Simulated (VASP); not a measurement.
# RbBr in VASP: a series of runs

RbBr is run at these levels: PBE; tasks: single point.

Program: VASP 6.6.1. These are calculated values, not measurements. Logs are shortened: lines on timing, memory, paths and dates and some standing lists are left out, and cuts for length are marked.

## (1) The cell of the first run

The cell holds a sheet with vacuum, 2 atoms: a = 6.082 Å, b = 6.330 Å, c = 23.800 Å, α = 90.00°, β = 90.00°, γ = 90.00°.

## (2) Single point, PBE

File INCAR:

```
ALGO     = Normal         # electronic algorithm
DIPOL    = 0.5 0.5 0.294
EDIFF    = 1E-6           # SCF threshold, eV
ENCUT    = 520            # plane-wave cutoff, eV
GGA      = PE             # functional
IDIPOL   = 3            
ISIF     = 2              # what is computed and relaxed
ISMEAR   = 0              # smearing method
LASPH    = T              # aspherical terms in the spheres
LCHARG   = F              # write CHGCAR
LDIPOL   = T            
LREAL    = F              # projectors in reciprocal space
LWAVE    = F              # write WAVECAR
NBANDS   = 15             # bands
NELM     = 80             # most SCF steps
PREC     = Accurate       # precision mode
SIGMA    = 0.1            # smearing width, eV
```

File KPOINTS:

```
k-points
0
Gamma
  4 4 1
```

File POSCAR:

```
RbBr
1.0
    6.0819222181      0.0000000000      0.0000000000
    0.0000000000      6.3303851192      0.0000000000
    0.0000000000      0.0000000000     23.8000000000
Rb Br
1 1
Direct
    0.0000000000      0.0000000000      0.2941176471
    0.0000000000      0.5000000000      0.2941176471
```

Potentials or basis: VASP PAW PBE potentials, release 64 (Rb_sv, Br).

Run with:

```
cat potpaw_PBE.64/Rb_sv/POTCAR potpaw_PBE.64/Br/POTCAR > POTCAR
mpirun -np 1 vasp_std > vasp.out
```

OUTCAR:

```text
EDIFF = 1E-6
   ENCUT = 520
   GGA = PE
   ISIF = 2
   ISMEAR = 0
   LASPH = T
   LREAL = F
   NELM = 80
   PREC = Accurate

 ion  position               nearest neighbor table
   1  0.000  0.000  0.294-   2 3.17   2 3.17
   2  0.000  0.500  0.294-   1 3.17   1 3.17

  LATTYP: Found a simple orthorhombic cell.
 ALAT       =     6.0819222181
 B/A-ratio  =     1.0408526930
 C/A-ratio  =     3.9132364977

  Lattice vectors:

 A1 = (   6.0819222181,   0.0000000000,   0.0000000000)
 A2 = (   0.0000000000,   6.3303851192,   0.0000000000)
 A3 = (   0.0000000000,   0.0000000000,  23.8000000000)

Analysis of symmetry for initial positions (statically):
=====================================================================
 Subroutine PRICEL returns:
 Original cell was already a primitive cell.

 Routine SETGRP: Setting up the symmetry group for a
 simple orthorhombic supercell.

 Subroutine GETGRP returns: Found  8 space group operations
 (whereof  4 operations were pure point group operations)
 out of a pool of  8 trial point group operations.

The static configuration has the point symmetry C_2v.
 The point group associated with its full space group is D_2h.

Analysis of symmetry for dynamics (positions and initial velocities):
=====================================================================
 Subroutine PRICEL returns:
 Original cell was already a primitive cell.

 Routine SETGRP: Setting up the symmetry group for a
 simple orthorhombic supercell.

 Subroutine GETGRP returns: Found  8 space group operations
 (whereof  4 operations were pure point group operations)
 out of a pool of  8 trial point group operations.

The dynamic configuration has the point symmetry C_2v.
 The point group associated with its full space group is D_2h.

 Subroutine INISYM returns: Found  8 space group operations
 (whereof  4 operations are pure point group operations),
 and found     1 'primitive' translations

----------------------------------------------------------------------------------------

                                     Primitive cell

  volume of cell :     916.3217

  direct lattice vectors                    reciprocal lattice vectors
     6.081922218  0.000000000  0.000000000     0.164421702  0.000000000  0.000000000
     0.000000000  6.330385119  0.000000000     0.000000000  0.157968272  0.000000000
     0.000000000  0.000000000 23.800000000     0.000000000  0.000000000  0.042016807

  length of vectors
     6.081922218  6.330385119 23.800000000     0.164421702  0.157968272  0.042016807

  position of ions in fractional coordinates (direct lattice)
     0.000000000  0.000000000  0.294117647
     0.000000000  0.500000000  0.294117647

  ion indices of the primitive-cell ions
   primitive index   ion index
                 1           1
                 2           2

----------------------------------------------------------------------------------------

 KPOINTS: k-points

Automatic generation of k-mesh.
 Grid dimensions read from file:
 generate k-points for:    4    4    1

 Generating k-lattice:

  Cartesian coordinates                     Fractional coordinates (reciprocal lattice)
     0.041105425  0.000000000  0.000000000     0.250000000  0.000000000  0.000000000
     0.000000000  0.039492068  0.000000000     0.000000000  0.250000000  0.000000000
     0.000000000  0.000000000  0.042016807     0.000000000  0.000000000  1.000000000

  Length of vectors
     0.041105425  0.039492068  0.042016807

  Shift w.r.t. Gamma in fractional coordinates (k-lattice)
     0.000000000  0.000000000  0.000000000

 Subroutine IBZKPT returns following result:
 ===========================================

 Found      9 irreducible k-points:

 Following reciprocal coordinates:
            Coordinates               Weight
  0.000000  0.000000  0.000000      1.000000
  0.250000  0.000000  0.000000      2.000000
  0.500000  0.000000  0.000000      1.000000
  0.000000  0.250000  0.000000      2.000000
  0.250000  0.250000  0.000000      4.000000
  0.500000  0.250000  0.000000      2.000000
  0.000000  0.500000  0.000000      1.000000
  0.250000  0.500000  0.000000      2.000000
  0.500000  0.500000  0.000000      1.000000
   k-points           NKPTS =      9   k-points in BZ     NKDIM =      9   number of bands    NBANDS=     15
   number of dos      NEDOS =    301   number of ions     NIONS =      2
   total plane-waves  NPLWV = 414720
   dimension x,y,z NGX =    48 NGY =   48 NGZ =  180
   dimension x,y,z NGXF=    96 NGYF=   96 NGZF=  360
   ions per type =               1   1
   NGX,Y,Z   is equivalent  to a cutoff of  13.12, 12.61, 12.57 a.u.
   NGXF,Y,Z  is equivalent  to a cutoff of  26.24, 25.21, 25.15 a.u.
 SYSTEM =  unknown system
   PREC   = accura    normal or accurate (medium, high low for compatibility)
   ISTART =      0    job   : 0-new  1-cont  2-samecut
   ICHARG =      2    charge: 1-file 2-atom 10-const
   ISPIN  =      1    spin polarized calculation?
   LNONCOLLINEAR =      F non collinear calculations
   LSORBIT =      F    spin-orbit coupling
   LASPH  =      T    aspherical Exc in radial PAW
   ENCUT  =  520.0 eV  38.22 Ry    6.18 a.u.  11.31 11.77 44.25*2*pi/ulx,y,z
   NELM   =     80;   NELMIN=  2; NELMDL= -5     # of ELM steps
   EDIFF  = 0.1E-05   stopping-criterion for ELM
   LREAL  =      F    real-space projection
   EDIFFG = 0.1E-04   stopping-criterion for IOM
   NSW    =      0    number of steps for IOM
   IBRION =     -1    ionic relax: 0-MD 1-quasi-New 2-CG
   NFREE  =      0    steps in history (QN), initial steepest desc. (CG)
   ISIF   =      2    stress and relaxation
   ISYM   =      2    0-nonsym 1-usesym 2-fastsym
   POTIM  = 0.5000    time-step for ionic-motion
   TEBEG  =    0.0;   TEEND  =   0.0 temperature during run
   PSTRESS=    0.0 pullay stress
   NELECT =      16.0000    total number of electrons
   NUPDOWN=      -1.0000    fix difference up-down
   EMIN   =  10.00;   EMAX   =-10.00  energy-range for DOS
   EFERMI =   0.00;   METHOD = LEGACY
   ISMEAR =     0;   SIGMA  =   0.10  broadening in eV -4-tet -1-fermi 0-gaus
   EFERMI_NEDOS =   21; number of points for ismear=-14 and -15
   IALGO  =     38    algorithm
   IMIX   =      4    mixing-type and parameters
     AMIX     =   0.40;   BMIX     =  1.00
     AMIX_MAG =   1.60;   BMIX_MAG =  1.00
  volume/ion in A,a.u.               =     458.16      3091.82
  Fermi-wavevector in a.u.,A,eV,Ry     =   0.424716  0.802597  2.454271  0.180384
  Thomas-Fermi vector in A             =   1.389643
   LORBIT       =      0    0 simple, 1 ext, 2 COOP (PROOUT), +10 PAW based schemes
   GGA     = PE    functional components
   LHFCALC =     F    Hartree Fock is set to
   AEXX    =    0.0000 exact exchange contribution
   IVDW    =     0    specifies the selected vdW correction
   LEPSILON=     F    determine dielectric tensor
   LRPA    =     F    only Hartree local field effects (RPA)
 non-spin polarized calculation
 Gauss-broadening in eV      SIGMA  =   0.10
  energy-cutoff  :      520.00
  volume of cell :      916.32
 maximum number of plane-waves:     24704
 NGX is ok and might be reduce to    48
   NGX = 23   NGY = 23   NGZ = 89

 dipolmoment           0.000000      0.000000      0.000004 electrons x Angstroem

 number of electron      15.9999998 magnetization

 dipolmoment           0.000000      0.000000     -0.000000 electrons x Angstroem

 Free energy of the ion-electron system (eV)
  ---------------------------------------------------
  ext. energy  EPLUGINS =         0.00000000
  ---------------------------------------------------
  free energy    TOTEN  =        -5.24887364 eV

  energy without entropy =       -5.24887364  energy(sigma->0) =       -5.24887364

 E-fermi :  -4.3958     XC(G=0):  -1.0807

 val. band max:       -4.9344365637   @ k =   0.0000   0.0000   0.0000
 cond. band min:      -1.3393011556   @ k =   0.0000   0.0000   0.0000
 fundamental gap:      3.5951354081
 Fermi energy:        -4.3958256002

 k-point     1 :       0.0000    0.0000    0.0000
  band No.  band energies     occupation
      1     -30.8603      2.00000
      2     -16.8866      2.00000
      3     -15.0384      2.00000
      4     -15.0320      2.00000
      5     -14.8756      2.00000
      6      -5.0102      2.00000
      7      -5.0076      2.00000
      8      -4.9344      2.00000
      9      -1.3393      0.00000
     10       0.0615      0.00000
     11       0.3627      0.00000
     12       0.7516      0.00000
     13       0.9798      0.00000
     14       1.5258      0.00000
     15       1.6527      0.00000

 k-point     2 :       0.2500    0.0000    0.0000
  band No.  band energies     occupation
      1     -30.8603      2.00000
      2     -16.8859      2.00000
      3     -15.0410      2.00000
      4     -15.0318      2.00000
      5     -14.8754      2.00000
      6      -5.0057      2.00000
      7      -5.0005      2.00000
      8      -4.9880      2.00000
      9      -0.9833      0.00000
     10       0.2387      0.00000
     11       0.6231      0.00000
     12       0.9150      0.00000
     13       1.1485      0.00000
     14       1.3582      0.00000
     15       1.5855      0.00000
[... 95 lines left out ...]
      3     -15.0397      2.00000
      4     -15.0305      2.00000
      5     -14.5753      2.00000
      6      -5.7016      2.00000
      7      -5.0556      2.00000
      8      -5.0427      2.00000
      9      -0.4131      0.00000
     10       0.7096      0.00000
     11       0.7474      0.00000
     12       1.1883      0.00000
     13       1.3301      0.00000
     14       1.6183      0.00000
     15       1.6380      0.00000

 k-point     9 :       0.5000    0.5000    0.0000
  band No.  band energies     occupation
      1     -30.8599      2.00000
      2     -17.0405      2.00000
      3     -15.0422      2.00000
      4     -15.0303      2.00000
      5     -14.5752      2.00000
      6      -5.6941      2.00000
      7      -5.0921      2.00000
      8      -5.0490      2.00000
      9       0.3558      0.00000
     10       0.3773      0.00000
     11       1.1177      0.00000
     12       1.3549      0.00000
     13       1.4944      0.00000
     14       1.5478      0.00000
     15       1.8881      0.00000

------------------------ aborting loop because EDIFF is reached ----------------------------------------

 vacuum level on the upper side and lower side of the slab       (xc-potential included)        -0.019        -0.018

  FORCE on cell =-STRESS in cart. coord.  units (eV):
  Direction    XX          YY          ZZ          XY          YZ          ZX
  --------------------------------------------------------------------------------------
  -------------------------------------------------------------------------------------
  Total        0.1994887      0.0277782     -0.0021771      0.0000000      0.0000000      0.0000000
  in kB        0.3488036      0.0485698     -0.0038067      0.0000000      0.0000000      0.0000000
  external PRESSURE =       0.1311889 kB  Pullay stress =       0.0000000 kB

 VOLUME and BASIS-vectors are now :
 -----------------------------------------------------------------------------
  energy-cutoff  :      520.00
  volume of cell :      916.32
      direct lattice vectors                 reciprocal lattice vectors
     6.081922218  0.000000000  0.000000000     0.164421702  0.000000000  0.000000000
     0.000000000  6.330385119  0.000000000     0.000000000  0.157968272  0.000000000
     0.000000000  0.000000000 23.800000000     0.000000000  0.000000000  0.042016807

 POSITION                                       TOTAL-FORCE (eV/Angst)
 -----------------------------------------------------------------------------------
      0.00000      0.00000      7.00000         0.000000      0.000000     -0.000000
      0.00000      3.16519      7.00000         0.000000      0.000000      0.000000
 -----------------------------------------------------------------------------------
    total drift:                                0.000000      0.000000     -0.000007

  FREE ENERGIE OF THE ION-ELECTRON SYSTEM (eV)
  ---------------------------------------------------
  free  energy   TOTEN  =        -5.2488736415 eV

  energy  without entropy=       -5.2488736415  energy(sigma->0) =       -5.24887364

 vacuum level on the upper side and lower side of the slab         0.327         0.327
```

It took 2.5 min on 1 thread of Intel Xeon Platinum 8488C (Sapphire Rapids), shared host; peak memory 0.86 GiB.

Results:

| Item | Value |
| --- | --- |
| Free energy | -5.2489 eV |
| Band gap on the k mesh | 3.60 eV, direct |

[end of part 1 of 2]
